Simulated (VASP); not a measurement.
# Na4TeC (P4/mmm) in VASP: notebook

Runs on Na4TeC. Level: PBE. Tasks: single point.

Program: VASP 6.6.1. These are calculated values, not measurements. Logs are shortened: lines on timing, memory, paths and dates and some standing lists are left out, and cuts for length are marked.

## (1) The cell of the first run

It takes space group P4/mmm (No. 123, tetragonal). The conventional cell has a = 4.830 Å, b = 4.830 Å, c = 6.831 Å, α = 90.00°, β = 90.00°, γ = 90.00°. Within 3.9 Å of Na (site symmetry 2mm) lie 2 Te at 2.96 Å and 2 C at 2.96 Å and 6 Na at 3.42 Å. Within 3.9 Å of Te (site symmetry 4/mmm) lie 8 Na at 2.96 Å. C (site symmetry 4/mmm) has 8 Na at 2.96 Å within 3.9 Å.

## (2) Single point, PBE

Contents of INCAR:

```
PREC = Accurate
ENCUT = 520
EDIFF = 1E-6
ISMEAR = 0
SIGMA = 0.1
LREAL = F
LASPH = T
NELM = 100
ALGO = Normal
ISIF = 2
LWAVE = F
LCHARG = F
GGA = PE
NBANDS = 28
```

Contents of KPOINTS:

```
Automatic mesh
0
Gamma
  4 4 4
```

Contents of POSCAR:

```
Na4TeC
1.0
    4.8303937700      0.0000000000      0.0000000000
    0.0000000000      4.8303937700      0.0000000000
    0.0000000000      0.0000000000      6.8312083900
Na Te C
4 1 1
Direct
    0.5000000000      0.0000000000      0.2500000000
    0.0000000000      0.5000000000      0.7500000000
    0.5000000000      0.0000000000      0.7500000000
    0.0000000000      0.5000000000      0.2500000000
    0.5000000000      0.5000000000      0.5000000000
    0.0000000000      0.0000000000      0.0000000000
```

Potentials or basis: VASP PAW PBE potentials, release 64 (Na_pv, Te, C).

Command:

```sh
cat potpaw_PBE.64/Na_pv/POTCAR potpaw_PBE.64/Te/POTCAR potpaw_PBE.64/C/POTCAR > POTCAR
mpirun -np 1 vasp_std > vasp.out
```

OUTCAR:

```text
PREC = Accurate
   ENCUT = 520
   EDIFF = 1E-6
   ISMEAR = 0
   LREAL = F
   LASPH = T
   NELM = 100
   ISIF = 2
   GGA = PE

 ion  position               nearest neighbor table
   1  0.500  0.000  0.250-   5 2.96   5 2.96
   2  0.000  0.500  0.750-   5 2.96   5 2.96
   3  0.500  0.000  0.750-   5 2.96   5 2.96
   4  0.000  0.500  0.250-   5 2.96   5 2.96
   5  0.500  0.500  0.500-   1 2.96   2 2.96   3 2.96   4 2.96   1 2.96   3 2.96   2 2.96   4 2.96

   6  0.000  0.000  0.000-

  LATTYP: Found a simple tetragonal cell.
 ALAT       =     4.8303937700
 C/A-ratio  =     1.4142135642

  Lattice vectors:

 A1 = (   4.8303937700,   0.0000000000,   0.0000000000)
 A2 = (   0.0000000000,   4.8303937700,   0.0000000000)
 A3 = (   0.0000000000,   0.0000000000,   6.8312083900)

Analysis of symmetry for initial positions (statically):
=====================================================================
 Subroutine PRICEL returns:
 Original cell was already a primitive cell.

 Routine SETGRP: Setting up the symmetry group for a
 simple tetragonal supercell.

 Subroutine GETGRP returns: Found 16 space group operations
 (whereof 16 operations were pure point group operations)
 out of a pool of 16 trial point group operations.

The static configuration has the point symmetry D_4h.

Analysis of symmetry for dynamics (positions and initial velocities):
=====================================================================
 Subroutine PRICEL returns:
 Original cell was already a primitive cell.

 Routine SETGRP: Setting up the symmetry group for a
 simple tetragonal supercell.

 Subroutine GETGRP returns: Found 16 space group operations
 (whereof 16 operations were pure point group operations)
 out of a pool of 16 trial point group operations.

The dynamic configuration has the point symmetry D_4h.

 Subroutine INISYM returns: Found 16 space group operations
 (whereof 16 operations are pure point group operations),
 and found     1 'primitive' translations

----------------------------------------------------------------------------------------

                                     Primitive cell

  volume of cell :     159.3906

  direct lattice vectors                    reciprocal lattice vectors
     4.830393770  0.000000000  0.000000000     0.207022460  0.000000000  0.000000000
     0.000000000  4.830393770  0.000000000     0.000000000  0.207022460  0.000000000
     0.000000000  0.000000000  6.831208390     0.000000000  0.000000000  0.146386985

  length of vectors
     4.830393770  4.830393770  6.831208390     0.207022460  0.207022460  0.146386985

  position of ions in fractional coordinates (direct lattice)
     0.500000000  0.000000000  0.250000000
     0.000000000  0.500000000  0.750000000
     0.500000000  0.000000000  0.750000000
     0.000000000  0.500000000  0.250000000
     0.500000000  0.500000000  0.500000000
     0.000000000  0.000000000  0.000000000

  ion indices of the primitive-cell ions
   primitive index   ion index
                 1           1
                 2           2
                 3           3
                 4           4
                 5           5
                 6           6

----------------------------------------------------------------------------------------

 KPOINTS: Automatic mesh

Automatic generation of k-mesh.
 Grid dimensions read from file:
 generate k-points for:    4    4    4

 Generating k-lattice:

  Cartesian coordinates                     Fractional coordinates (reciprocal lattice)
     0.051755615  0.000000000  0.000000000     0.250000000  0.000000000  0.000000000
     0.000000000  0.051755615  0.000000000     0.000000000  0.250000000  0.000000000
     0.000000000  0.000000000  0.036596746     0.000000000  0.000000000  0.250000000

  Length of vectors
     0.051755615  0.051755615  0.036596746

  Shift w.r.t. Gamma in fractional coordinates (k-lattice)
     0.000000000  0.000000000  0.000000000

 Subroutine IBZKPT returns following result:
 ===========================================

 Found     18 irreducible k-points:

 Following reciprocal coordinates:
            Coordinates               Weight
  0.000000  0.000000  0.000000      1.000000
  0.250000  0.000000  0.000000      4.000000
  0.500000  0.000000  0.000000      2.000000
  0.250000  0.250000  0.000000      4.000000
  0.500000  0.250000  0.000000      4.000000
  0.500000  0.500000  0.000000      1.000000
[... 10 lines left out ...]
  0.500000  0.250000  0.500000      4.000000
  0.500000  0.500000  0.500000      1.000000
   k-points           NKPTS =     18   k-points in BZ     NKDIM =     18   number of bands    NBANDS=     28
   number of dos      NEDOS =    301   number of ions     NIONS =      6
   total plane-waves  NPLWV =  69984
   dimension x,y,z NGX =    36 NGY =   36 NGZ =   54
   dimension x,y,z NGXF=    72 NGYF=   72 NGZF=  108
   ions per type =               4   1   1
   NGX,Y,Z   is equivalent  to a cutoff of  12.39, 12.39, 13.14 a.u.
   NGXF,Y,Z  is equivalent  to a cutoff of  24.78, 24.78, 26.28 a.u.
 SYSTEM =  unknown system
   PREC   = accura    normal or accurate (medium, high low for compatibility)
   ISTART =      0    job   : 0-new  1-cont  2-samecut
   ICHARG =      2    charge: 1-file 2-atom 10-const
   ISPIN  =      1    spin polarized calculation?
   LNONCOLLINEAR =      F non collinear calculations
   LSORBIT =      F    spin-orbit coupling
   LASPH  =      T    aspherical Exc in radial PAW
   ENCUT  =  520.0 eV  38.22 Ry    6.18 a.u.   8.98  8.98 12.70*2*pi/ulx,y,z
   NELM   =    100;   NELMIN=  2; NELMDL= -5     # of ELM steps
   EDIFF  = 0.1E-05   stopping-criterion for ELM
   LREAL  =      F    real-space projection
   EDIFFG = 0.1E-04   stopping-criterion for IOM
   NSW    =      0    number of steps for IOM
   IBRION =     -1    ionic relax: 0-MD 1-quasi-New 2-CG
   NFREE  =      0    steps in history (QN), initial steepest desc. (CG)
   ISIF   =      2    stress and relaxation
   ISYM   =      2    0-nonsym 1-usesym 2-fastsym
   POTIM  = 0.5000    time-step for ionic-motion
   TEBEG  =    0.0;   TEEND  =   0.0 temperature during run
   PSTRESS=    0.0 pullay stress
   NELECT =      38.0000    total number of electrons
   NUPDOWN=      -1.0000    fix difference up-down
   EMIN   =  10.00;   EMAX   =-10.00  energy-range for DOS
   EFERMI =   0.00;   METHOD = LEGACY
   ISMEAR =     0;   SIGMA  =   0.10  broadening in eV -4-tet -1-fermi 0-gaus
   EFERMI_NEDOS =   21; number of points for ismear=-14 and -15
   IALGO  =     38    algorithm
   IMIX   =      4    mixing-type and parameters
     AMIX     =   0.40;   BMIX     =  1.00
     AMIX_MAG =   1.60;   BMIX_MAG =  1.00
  volume/ion in A,a.u.               =      26.57       179.27
  Fermi-wavevector in a.u.,A,eV,Ry     =   1.015115  1.918289 14.020233  1.030458
  Thomas-Fermi vector in A             =   2.148382
   LORBIT       =      0    0 simple, 1 ext, 2 COOP (PROOUT), +10 PAW based schemes
   GGA     = PE    functional components
   LHFCALC =     F    Hartree Fock is set to
   AEXX    =    0.0000 exact exchange contribution
   IVDW    =     0    specifies the selected vdW correction
   LEPSILON=     F    determine dielectric tensor
   LRPA    =     F    only Hartree local field effects (RPA)
 non-spin polarized calculation
 Gauss-broadening in eV      SIGMA  =   0.10
  energy-cutoff  :      520.00
  volume of cell :      159.39
 maximum number of plane-waves:      4360
 NGX is ok and might be reduce to    36
   NGX = 17   NGY = 17   NGZ = 25

 number of electron      37.9999949 magnetization

 Free energy of the ion-electron system (eV)
  ---------------------------------------------------
  ext. energy  EPLUGINS =         0.00000000
  ---------------------------------------------------
  free energy    TOTEN  =       -15.24489768 eV

  energy without entropy =      -15.19267493  energy(sigma->0) =      -15.21878631

 E-fermi :   1.3054     XC(G=0):  -7.5729

 val. band max:        1.3007107228   @ k =   0.2500   0.2500   0.5000
 cond. band min:       1.3343995234   @ k =   0.5000   0.2500   0.2500
 fundamental gap:      0.0336888006
 Fermi energy:         1.3053611428

 k-point     1 :       0.0000    0.0000    0.0000
  band No.  band energies     occupation
      1     -22.4993      2.00000
      2     -22.4971      2.00000
      3     -22.4971      2.00000
      4     -22.4894      2.00000
      5     -22.4894      2.00000
      6     -22.4829      2.00000
[... 20 lines left out ...]
     27       7.9824      0.00000
     28       8.8194      0.00000

 k-point     2 :       0.2500    0.0000    0.0000
  band No.  band energies     occupation
      1     -22.4975      2.00000
      2     -22.4926      2.00000
      3     -22.4917      2.00000
      4     -22.4855      2.00000
      5     -22.4849      2.00000
      6     -22.4844      2.00000
[... 20 lines left out ...]
     27       7.3757      0.00000
     28       8.0782      0.00000

 k-point     3 :       0.5000    0.0000    0.0000
  band No.  band energies     occupation
      1     -22.4930      2.00000
      2     -22.4905      2.00000
      3     -22.4853      2.00000
      4     -22.4842      2.00000
      5     -22.4797      2.00000
      6     -22.4772      2.00000
[... 20 lines left out ...]
     27       7.8594      0.00000
     28       7.8994      0.00000

 k-point     4 :       0.2500    0.2500    0.0000
  band No.  band energies     occupation
      1     -22.5054      2.00000
      2     -22.4959      2.00000
      3     -22.4945      2.00000
      4     -22.4868      2.00000
      5     -22.4745      2.00000
      6     -22.4701      2.00000
[... 20 lines left out ...]
     27       6.9772      0.00000
     28       7.7478      0.00000

 k-point     5 :       0.5000    0.2500    0.0000
  band No.  band energies     occupation
      1     -22.5086      2.00000
      2     -22.4985      2.00000
      3     -22.4905      2.00000
      4     -22.4904      2.00000
      5     -22.4797      2.00000
      6     -22.4732      2.00000
[... 20 lines left out ...]
     27       7.8113      0.00000
     28       8.4865      0.00000

 k-point     6 :       0.5000    0.5000    0.0000
  band No.  band energies     occupation
      1     -22.5181      2.00000
      2     -22.5071      2.00000
      3     -22.4903      2.00000
      4     -22.4903      2.00000
      5     -22.4877      2.00000
      6     -22.4807      2.00000
[... 277 lines left out ...]
      5     -22.4685      2.00000
      6     -22.4678      2.00000
[... 20 lines left out ...]
     27       6.8416      0.00000
     28       7.3749      0.00000

 k-point    16 :       0.2500    0.2500    0.5000
  band No.  band energies     occupation
      1     -22.5024      2.00000
      2     -22.4987      2.00000
      3     -22.4728      2.00000
      4     -22.4724      2.00000
      5     -22.4710      2.00000
      6     -22.4673      2.00000
[... 20 lines left out ...]
     27       6.8785      0.00000
     28       8.0231      0.00000

 k-point    17 :       0.5000    0.2500    0.5000
  band No.  band energies     occupation
      1     -22.5058      2.00000
      2     -22.5012      2.00000
      3     -22.4767      2.00000
      4     -22.4763      2.00000
      5     -22.4688      2.00000
      6     -22.4682      2.00000
[... 20 lines left out ...]
     27       7.6763      0.00000
     28       7.9155      0.00000

 k-point    18 :       0.5000    0.5000    0.5000
  band No.  band energies     occupation
      1     -22.5152      2.00000
      2     -22.5100      2.00000
      3     -22.4845      2.00000
      4     -22.4839      2.00000
      5     -22.4682      2.00000
      6     -22.4682      2.00000
[... 20 lines left out ...]
     27       7.9681      0.00000
     28       7.9681      0.00000

------------------------ aborting loop because EDIFF is reached ----------------------------------------

  FORCE on cell =-STRESS in cart. coord.  units (eV):
  Direction    XX          YY          ZZ          XY          YZ          ZX
  --------------------------------------------------------------------------------------
  -------------------------------------------------------------------------------------
  Total        0.8447291      0.8447291      1.4245179      0.0000000      0.0000000      0.0000000
  in kB        8.4911292      8.4911292     14.3191053      0.0000000      0.0000000      0.0000000
  external PRESSURE =      10.4337879 kB  Pullay stress =       0.0000000 kB

 VOLUME and BASIS-vectors are now :
 -----------------------------------------------------------------------------
  energy-cutoff  :      520.00
  volume of cell :      159.39
      direct lattice vectors                 reciprocal lattice vectors
     4.830393770  0.000000000  0.000000000     0.207022460  0.000000000  0.000000000
     0.000000000  4.830393770  0.000000000     0.000000000  0.207022460  0.000000000
     0.000000000  0.000000000  6.831208390     0.000000000  0.000000000  0.146386985

 POSITION                                       TOTAL-FORCE (eV/Angst)
 -----------------------------------------------------------------------------------
      2.41520      0.00000      1.70780         0.000000      0.000000     -0.707663
      0.00000      2.41520      5.12341         0.000000     -0.000000      0.707663
      2.41520      0.00000      5.12341         0.000000      0.000000      0.707663
      0.00000      2.41520      1.70780        -0.000000     -0.000000     -0.707663
      2.41520      2.41520      3.41560         0.000000     -0.000000      0.000000
      0.00000      0.00000      0.00000         0.000000     -0.000000      0.000000
 -----------------------------------------------------------------------------------
    total drift:                                0.000000     -0.000000      0.000000

  FREE ENERGIE OF THE ION-ELECTRON SYSTEM (eV)
  ---------------------------------------------------
  free  energy   TOTEN  =       -15.2448976833 eV

  energy  without entropy=      -15.1926749344  energy(sigma->0) =      -15.21878631
```

Wall time 91 s (1 thread of Oxide Virtual Turin-like, shared host); peak memory 0.24 GiB.

Results:

```
Free energy            : -15.2449 eV
Pressure               : 1.0 GPa
Largest force          : 0.708 eV/Å
Band gap on the k mesh : zero (band 19 reaches 1.64 eV, above the bottom of band 20 at 1.06 eV)
```

Forces in eV/Å, atoms in the order of the input:
```
Na   0.000  0.000 -0.708
Na   0.000  0.000  0.708
Na   0.000  0.000  0.708
Na   0.000  0.000 -0.708
Te   0.000  0.000  0.000
C    0.000  0.000  0.000
```

Stress tensor (GPa, compression positive):
```
0.85 0.00 0.00
0.00 0.85 0.00
0.00 0.00 1.43
```

Caveat: spin-orbit coupling is left out, which moves the levels of the heavy elements.

## (3) Single point, PBE

This run uses another cell than the first one, of 26.49 Å³/atom, 0.997 times its volume.

Contents of INCAR:

```
ALGO = Normal
EDIFF = 1E-7
ENCUT = 520
GGA = PE
ISIF = 2
ISMEAR = 0
LASPH = T
LCHARG = T
LELF = T
LREAL = F
LVHAR = T
LWAVE = F
NBANDS = 28
NELM = 80
PREC = Accurate
SIGMA = 0.1
```

Contents of KPOINTS:

```
k-points
0
Gamma
  4 4 4
```

Contents of POSCAR:

```
Na4TeC
1.0
    4.7733555935      0.0000000000      0.0000000000
    0.0000000000      4.7733555935      0.0000000000
    0.0000000000      0.0000000000      6.9757441490
Na Te C
4 1 1
Direct
    0.5000000000      0.0000000000      0.2195441968
    0.0000000000      0.5000000000      0.7804558032
    0.5000000000      0.0000000000      0.7804558032
    0.0000000000      0.5000000000      0.2195441968
    0.5000000000      0.5000000000      0.5000000000
    0.0000000000      0.0000000000      0.0000000000
```

Potentials or basis: VASP PAW PBE potentials, release 64 (Na_pv, Te, C).

Command:

```sh
cat potpaw_PBE.64/Na_pv/POTCAR potpaw_PBE.64/Te/POTCAR potpaw_PBE.64/C/POTCAR > POTCAR
mpirun -np 1 vasp_std > vasp.out
```

Wall time 1.7 min (1 thread of Oxide Virtual Turin-like, shared host); peak memory 0.25 GiB.

It converged, with:

```yaml
Free_energy: -15.5528 eV
Pressure: -0.1 GPa
Largest_force: 0.004 eV/Å
Band_gap_on_the_k_mesh: zero (band 19 reaches 1.29 eV, above the bottom of band 20 at 0.89 eV)
```

Forces on the atoms (eV/Å):
```
Na   0.000  0.000  0.004
Na   0.000  0.000 -0.004
Na   0.000  0.000 -0.004
Na   0.000  0.000  0.004
Te   0.000  0.000  0.000
C    0.000  0.000  0.000
```

Stress tensor (GPa, compression positive):
```
-0.23  0.00  0.00
 0.00 -0.23  0.00
 0.00  0.00  0.27
```

Levels at points of the mesh, in eV from the Fermi level:
```
           k point  band 17  band 18  band 19  band 20  band 21  band 22
(0.00, 0.00, 0.00)    -0.85     0.16     0.24     0.24     1.23     2.76
(0.50, 0.00, 0.00)    -1.04    -0.62    -0.25     0.27     3.51     4.22
(0.50, 0.50, 0.00)    -1.45    -0.38    -0.38     0.01     2.33     2.70
(0.00, 0.00, 0.50)    -0.79    -0.52     0.15     0.15     2.73     3.24
(0.50, 0.00, 0.50)    -0.61    -0.27     0.14     0.27     2.93     3.81
(0.50, 0.50, 0.50)    -1.62    -0.70    -0.70    -0.15     3.48     3.57
```

Caveat: spin-orbit coupling is left out, which moves the levels of the heavy elements.

[end of part 1 of 2]
